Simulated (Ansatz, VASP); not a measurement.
One calculation of Hf2Bi3O2, two programs

```
Hf Bi O
1.0
     5.51358    0.00000    0.00000
    -2.75679    4.77490    0.00000
     0.00000    0.00000    7.88823
Hf Bi O
2 3 2
Cartesian
  0.0000 0.0000 0.0000
  0.0000 0.0000 3.9441
  0.0000 3.1833 0.0000
  2.7568 1.5916 3.9441
  2.7568 1.5916 0.0000
  0.0000 0.0000 1.9880
  0.0000 0.0000 5.9002
```

Alike in both runs: task single point; functional PBE; k mesh 6 × 6 × 2; occupations gaussian, width 0.1 eV; no spin polarisation.

|  | VASP | Ansatz |
| --- | --- | --- |
| version | VASP 6.6.1 | Ansatz 0.2.0 |
| potentials or method | VASP PAW PBE potentials, release 64 (Hf_pv, Bi_d, O), cutoff 600 eV | scalar-relativistic, plane waves, PAW |
| valence electrons in the cell | 77 | 109 |

Ansatz gave:

- gap on the k mesh at the Fermi level (eV): none
- pressure (GPa): 0.2
- traceless stress, the component that is largest in VASP (GPa): -0.07
- rms of the force components (eV/Å): 0.030

Task: Which values does VASP return?

Result: gap on the k mesh at the Fermi level (eV): none; pressure (GPa): -0.3; traceless stress, the component that is largest in VASP (GPa): -0.61; rms of the force components (eV/Å): 0.035.

Atom by atom the forces differ by 0.006 eV/Å (rms over components). A gap of «none» marks a metal or a gap that the smearing closes. With one functional, cell and mesh, what is left measures potentials, basis and numerics. VASP's potentials hold 77 valence electrons a cell and Ansatz's 109, so a difference there can come from the potentials and not from the codes.

The k mesh is coarse, so the values compare programs but aren't converged. Neither program's run includes spin-orbit coupling.
